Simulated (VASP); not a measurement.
# AlN (F-43m) in VASP: further runs, part 2 of 2

VASP 6.6.1. Earlier steps stand in the parts before.

### Step 4. Single point, PBE

INCAR reads:

```
SYSTEM = AlN
PREC = Accurate ; ENCUT = 520
EDIFF = 1E-6 ; ISMEAR = -1
SIGMA = 0.02 ; LREAL = .FALSE.
LASPH = .TRUE. ; NELM = 60
ALGO = Normal ; ISIF = 2
LWAVE = .FALSE. ; LCHARG = .TRUE.
GGA = PE ; LELF = .TRUE.
LVHAR = .TRUE. ; NBANDS = 11
```

KPOINTS reads:

```
Automatic mesh
0
G
  7 7 7
  0 0 0
```

POSCAR reads:

```
AlN
1.0
    0.0000000000      2.1839935596      2.1839935596
    2.1839935596      0.0000000000      2.1839935596
    2.1839935596      2.1839935596      0.0000000000
Al N
1 1
Direct
    0.0000000000      0.0000000000      0.0000000000
    0.2500000000      0.2500000000      0.2500000000
```

Potentials or basis: VASP PAW PBE potentials, release 64 (Al, N).

The run is started by

```console
> cat potpaw_PBE.64/Al/POTCAR potpaw_PBE.64/N/POTCAR > POTCAR
> mpirun -np 1 vasp_std > vasp.out
```

OUTCAR:

```text
SYSTEM = AlN
   PREC = Accurate
   ENCUT = 520
   EDIFF = 1E-6
   ISMEAR = -1
   LREAL = .FALSE.
   LASPH = .TRUE.
   NELM = 60
   ISIF = 2
   GGA = PE

 ion  position               nearest neighbor table
   1  0.000  0.000  0.000-   2 1.89   2 1.89   2 1.89   2 1.89
   2  0.250  0.250  0.250-   1 1.89   1 1.89   1 1.89   1 1.89

  LATTYP: Found a face centered cubic cell.
 ALAT       =     4.3679871192

  Lattice vectors:

 A1 = (   0.0000000000,   2.1839935596,   2.1839935596)
 A2 = (   2.1839935596,   0.0000000000,   2.1839935596)
 A3 = (   2.1839935596,   2.1839935596,   0.0000000000)

Analysis of symmetry for initial positions (statically):
=====================================================================
 Subroutine PRICEL returns:
 Original cell was already a primitive cell.

 Routine SETGRP: Setting up the symmetry group for a
 face centered cubic supercell.

 Subroutine GETGRP returns: Found 24 space group operations
 (whereof 24 operations were pure point group operations)
 out of a pool of 48 trial point group operations.

The static configuration has the point symmetry T_d .

Analysis of symmetry for dynamics (positions and initial velocities):
=====================================================================
 Subroutine PRICEL returns:
 Original cell was already a primitive cell.

 Routine SETGRP: Setting up the symmetry group for a
 face centered cubic supercell.

 Subroutine GETGRP returns: Found 24 space group operations
 (whereof 24 operations were pure point group operations)
 out of a pool of 48 trial point group operations.

The dynamic configuration has the point symmetry T_d .

 Subroutine INISYM returns: Found 24 space group operations
 (whereof 24 operations are pure point group operations),
 and found     1 'primitive' translations

----------------------------------------------------------------------------------------
[... 112 lines left out ...]
   LORBIT       =      0    0 simple, 1 ext, 2 COOP (PROOUT), +10 PAW based schemes
   GGA     = PE    functional components
   LHFCALC =     F    Hartree Fock is set to
   AEXX    =    0.0000 exact exchange contribution
   IVDW    =     0    specifies the selected vdW correction
   LEPSILON=     F    determine dielectric tensor
   LRPA    =     F    only Hartree local field effects (RPA)
 non-spin polarized calculation
  energy-cutoff  :      520.00
  volume of cell :       20.83
 maximum number of plane-waves:       567
   NGX = 11   NGY = 11   NGZ = 11

 number of electron       8.0000000 magnetization

 Free energy of the ion-electron system (eV)
  ---------------------------------------------------
  ext. energy  EPLUGINS =         0.00000000
  ---------------------------------------------------
  free energy    TOTEN  =       -14.83999658 eV

  energy without entropy =      -14.83999658  energy(sigma->0) =      -14.83999658

 E-fermi :   6.3899     XC(G=0): -10.9335

 val. band max:        5.9706801186   @ k =   0.0000   0.0000   0.0000
 cond. band min:       9.5898023348   @ k =   0.4286   0.4286   0.0000
 fundamental gap:      3.6191222162
 Fermi energy:         6.3899184122

 k-point     1 :       0.0000    0.0000    0.0000
  band No.  band energies     occupation
      1      -9.0102      2.00000
      2       5.9707      2.00000
      3       5.9707      2.00000
      4       5.9707      2.00000
      5      10.1663      0.00000
      6      18.5305      0.00000
      7      18.5305      0.00000
      8      18.5305      0.00000
      9      23.6588      0.00000
     10      23.6588      0.00000
     11      25.0608      0.00000
[... 253 lines left out ...]
 k-point    20 :      -0.2857    0.4286    0.1429
  band No.  band energies     occupation
      1      -6.3316      2.00000
      2       1.9981      2.00000
      3       2.2993      2.00000
      4       3.9872      2.00000
      5      11.9584      0.00000
      6      16.6025      0.00000
      7      18.3296      0.00000
      8      18.8208      0.00000
      9      22.7181      0.00000
     10      24.8493      0.00000
     11      30.8284      0.00000

------------------------ aborting loop because EDIFF is reached ----------------------------------------

  FORCE on cell =-STRESS in cart. coord.  units (eV):
  Direction    XX          YY          ZZ          XY          YZ          ZX
  --------------------------------------------------------------------------------------
  -------------------------------------------------------------------------------------
  Total        0.5959904      0.5959904      0.5959904      0.0000000      0.0000000      0.0000000
  in kB       45.8316808     45.8316808     45.8316808      0.0000000      0.0000000      0.0000000
  external PRESSURE =      45.8316808 kB  Pullay stress =       0.0000000 kB

 VOLUME and BASIS-vectors are now :
 -----------------------------------------------------------------------------
  energy-cutoff  :      520.00
  volume of cell :       20.83
      direct lattice vectors                 reciprocal lattice vectors
     0.000000000  2.183993560  2.183993560    -0.228938404  0.228938404  0.228938404
     2.183993560  0.000000000  2.183993560     0.228938404 -0.228938404  0.228938404
     2.183993560  2.183993560  0.000000000     0.228938404  0.228938404 -0.228938404

 POSITION                                       TOTAL-FORCE (eV/Angst)
 -----------------------------------------------------------------------------------
      0.00000      0.00000      0.00000        -0.000000     -0.000000     -0.000000
      1.09200      1.09200      1.09200         0.000000      0.000000      0.000000
 -----------------------------------------------------------------------------------
    total drift:                                0.000000      0.000000      0.000000

  FREE ENERGIE OF THE ION-ELECTRON SYSTEM (eV)
  ---------------------------------------------------
  free  energy   TOTEN  =       -14.8399965750 eV

  energy  without entropy=      -14.8399965750  energy(sigma->0) =      -14.83999658
```

Run time: 4.7 s. Hardware: 1 thread of Intel Xeon 6975P-C, shared host; peak memory 0.13 GiB.

Results:

```yaml
Free_energy: -14.8400 eV
Pressure: 4.6 GPa
Band_gap_on_the_k_mesh: 3.62 eV, indirect (least direct gap 4.20 eV)
```

A k mesh can miss the band edges. As with any semilocal functional, this PBE gap is likely too small.

### Step 5. Single point, PBE

INCAR reads:

```
PREC = Accurate
ENCUT = 520
EDIFF = 1E-6
ISMEAR = 0
SIGMA = 0.020999999999999998
LREAL = False
LASPH = True
NELM = 80
ALGO = Normal
ISIF = 2
LWAVE = False
LCHARG = False
GGA = PE
NBANDS = 11
```

KPOINTS reads:

```
Automatic mesh
0
Gamma
  10 10 10
```

POSCAR is that of step 4.

Potentials or basis: VASP PAW PBE potentials, release 64 (Al, N).

The run is started by

```console
> cat potpaw_PBE.64/Al/POTCAR potpaw_PBE.64/N/POTCAR > POTCAR
> mpirun -np 1 vasp_std > vasp.out
```

OUTCAR:

```text
PREC = Accurate
   ENCUT = 520
   EDIFF = 1E-6
   ISMEAR = 0
   LREAL = False
   LASPH = True
   NELM = 80
   ISIF = 2
   GGA = PE

 ion  position               nearest neighbor table
   1  0.000  0.000  0.000-   2 1.89   2 1.89   2 1.89   2 1.89
   2  0.250  0.250  0.250-   1 1.89   1 1.89   1 1.89   1 1.89

  LATTYP: Found a face centered cubic cell.
 ALAT       =     4.3679871192

  Lattice vectors:

 A1 = (   0.0000000000,   2.1839935596,   2.1839935596)
 A2 = (   2.1839935596,   0.0000000000,   2.1839935596)
 A3 = (   2.1839935596,   2.1839935596,   0.0000000000)

Analysis of symmetry for initial positions (statically):
=====================================================================
 Subroutine PRICEL returns:
 Original cell was already a primitive cell.

 Routine SETGRP: Setting up the symmetry group for a
 face centered cubic supercell.

 Subroutine GETGRP returns: Found 24 space group operations
 (whereof 24 operations were pure point group operations)
 out of a pool of 48 trial point group operations.

The static configuration has the point symmetry T_d .

Analysis of symmetry for dynamics (positions and initial velocities):
=====================================================================
 Subroutine PRICEL returns:
 Original cell was already a primitive cell.

 Routine SETGRP: Setting up the symmetry group for a
 face centered cubic supercell.

 Subroutine GETGRP returns: Found 24 space group operations
 (whereof 24 operations were pure point group operations)
 out of a pool of 48 trial point group operations.

The dynamic configuration has the point symmetry T_d .

 Subroutine INISYM returns: Found 24 space group operations
 (whereof 24 operations are pure point group operations),
 and found     1 'primitive' translations

----------------------------------------------------------------------------------------
[... 118 lines left out ...]
   GGA     = PE    functional components
   LHFCALC =     F    Hartree Fock is set to
   AEXX    =    0.0000 exact exchange contribution
   IVDW    =     0    specifies the selected vdW correction
   LEPSILON=     F    determine dielectric tensor
   LRPA    =     F    only Hartree local field effects (RPA)
 non-spin polarized calculation
 Gauss-broadening in eV      SIGMA  =   0.02
  energy-cutoff  :      520.00
  volume of cell :       20.83
 maximum number of plane-waves:       571
   NGX = 11   NGY = 11   NGZ = 11

 number of electron       8.0000000 magnetization

 Free energy of the ion-electron system (eV)
  ---------------------------------------------------
  ext. energy  EPLUGINS =         0.00000000
  ---------------------------------------------------
  free energy    TOTEN  =       -14.84044915 eV

  energy without entropy =      -14.84044915  energy(sigma->0) =      -14.84044915

 E-fermi :   6.1218     XC(G=0): -10.9337

 val. band max:        5.9700078204   @ k =   0.0000   0.0000   0.0000
 cond. band min:       9.2877574328   @ k =   0.5000   0.5000   0.0000
 fundamental gap:      3.3177496124
 Fermi energy:         6.1218373500

 k-point     1 :       0.0000    0.0000    0.0000
  band No.  band energies     occupation
      1      -9.0107      2.00000
      2       5.9700      2.00000
      3       5.9700      2.00000
      4       5.9700      2.00000
      5      10.1659      0.00000
      6      18.5304      0.00000
      7      18.5304      0.00000
      8      18.5304      0.00000
      9      23.6587      0.00000
     10      23.6587      0.00000
     11      25.0606      0.00000
[... 309 lines left out ...]
 k-point    24 :       0.4000    0.3000    0.0000
  band No.  band energies     occupation
      1      -7.0039      2.00000
      2       1.8217      2.00000
      3       4.2689      2.00000
      4       4.5674      2.00000
      5      10.8859      0.00000
      6      15.5056      0.00000
      7      18.2228      0.00000
      8      20.5588      0.00000
      9      21.0687      0.00000
     10      27.2834      0.00000
     11      29.5348      0.00000

 [... further k-points ...]

------------------------ aborting loop because EDIFF is reached ----------------------------------------

  FORCE on cell =-STRESS in cart. coord.  units (eV):
  Direction    XX          YY          ZZ          XY          YZ          ZX
  --------------------------------------------------------------------------------------
  -------------------------------------------------------------------------------------
  Total        0.5961647      0.5961647      0.5961647      0.0000000      0.0000000     -0.0000000
  in kB       45.8450834     45.8450834     45.8450834      0.0000000      0.0000000     -0.0000000
  external PRESSURE =      45.8450834 kB  Pullay stress =       0.0000000 kB

 VOLUME and BASIS-vectors are now :
 -----------------------------------------------------------------------------
  energy-cutoff  :      520.00
  volume of cell :       20.83
      direct lattice vectors                 reciprocal lattice vectors
     0.000000000  2.183993560  2.183993560    -0.228938404  0.228938404  0.228938404
     2.183993560  0.000000000  2.183993560     0.228938404 -0.228938404  0.228938404
     2.183993560  2.183993560  0.000000000     0.228938404  0.228938404 -0.228938404

 POSITION                                       TOTAL-FORCE (eV/Angst)
 -----------------------------------------------------------------------------------
      0.00000      0.00000      0.00000        -0.000000     -0.000000     -0.000000
      1.09200      1.09200      1.09200         0.000000      0.000000      0.000000
 -----------------------------------------------------------------------------------
    total drift:                                0.000000      0.000000      0.000000

  FREE ENERGIE OF THE ION-ELECTRON SYSTEM (eV)
  ---------------------------------------------------
  free  energy   TOTEN  =       -14.8404491513 eV

  energy  without entropy=      -14.8404491513  energy(sigma->0) =      -14.84044915
```

OSZICAR:

```text
N       E                     dE             d eps       ncg     rms          rms(c)
DAV:   1     0.969765789479E+01    0.96977E+01   -0.38617E+03  1058   0.606E+02
DAV:   2    -0.163908708921E+02   -0.26089E+02   -0.25048E+02  1258   0.136E+02
DAV:   3    -0.172166114218E+02   -0.82574E+00   -0.82485E+00  1259   0.228E+01
DAV:   4    -0.172209001729E+02   -0.42888E-02   -0.42886E-02  1184   0.176E+00
DAV:   5    -0.172209509950E+02   -0.50822E-04   -0.50822E-04  1255   0.188E-01    0.863E+00
DAV:   6    -0.148505692202E+02    0.23704E+01   -0.11860E+01  1212   0.173E+01    0.283E+00
DAV:   7    -0.148469326355E+02    0.36366E-02   -0.17081E-01  1145   0.324E+00    0.206E+00
DAV:   8    -0.148418221649E+02    0.51105E-02   -0.28234E-02  1127   0.159E+00    0.583E-01
DAV:   9    -0.148403916740E+02    0.14305E-02   -0.40986E-03  1235   0.380E-01    0.233E-01
DAV:  10    -0.148404365331E+02   -0.44859E-04   -0.40463E-04  1124   0.130E-01    0.211E-02
DAV:  11    -0.148404492541E+02   -0.12721E-04   -0.12182E-05  1211   0.262E-02    0.159E-02
DAV:  12    -0.148404491513E+02    0.10274E-06   -0.36476E-07   697   0.467E-03
   1 F= -.14840449E+02 E0= -.14840449E+02  d E =-.706305E-27
```

It took 9 s on 1 thread of Intel Xeon 6975P-C, shared host; peak memory 0.13 GiB.

Results:

```
Free energy            : -14.8404 eV
Pressure               : 4.6 GPa
Band gap on the k mesh : 3.32 eV, indirect (least direct gap 4.20 eV)
```

Levels at points of the mesh, in eV from the valence-band top:
| k point | band 1 | band 2 | band 3 | band 4 | band 5 | band 6 | band 7 | band 8 | band 9 |
| --- | --- | --- | --- | --- | --- | --- | --- | --- | --- |
| (0.00, 0.00, 0.00) | -14.98 | 0.00 | 0.00 | 0.00 | 4.20 | 12.56 | 12.56 | 12.56 | 17.69 |
| (0.50, 0.00, 0.00) | -12.93 | -5.85 | -0.48 | -0.48 | 7.38 | 9.86 | 11.15 | 11.15 | 17.99 |
| (0.50, 0.50, 0.00) | -12.30 | -4.90 | -1.77 | -1.77 | 3.32 | 8.62 | 13.96 | 15.73 | 15.73 |

A k mesh can miss the band edges.

### Step 6. Summary

```csv
task,level,cell,k mesh,cutoff (eV),smearing,gap on the mesh (eV),pressure (GPa),relaxed volume (Å³/atom)
relaxation of cell and atoms,BLYP,relaxed,10 × 10 × 10,600,fermi-dirac 0.05 eV,3.65,0.0,10.85
relaxation of cell and atoms,PBE,relaxed,10 × 10 × 10,600,fermi-dirac 0.05 eV,3.31,0.0,10.65
single point,PBE,as given,7 × 7 × 7,520,fermi-dirac 0.02 eV,3.62,4.6,-
single point,PBE,as given,10 × 10 × 10,520,gaussian 0.021 eV,3.32,4.6,-
```

Alike in all rows: potentials or basis VASP PAW PBE potentials, release 64 (Al, N); no spin polarisation.

Caveats: the PAW data sets were made with another functional, which shifts forces and pressure a little (some runs).

Absolute energies hang on the potentials; compare differences alone.
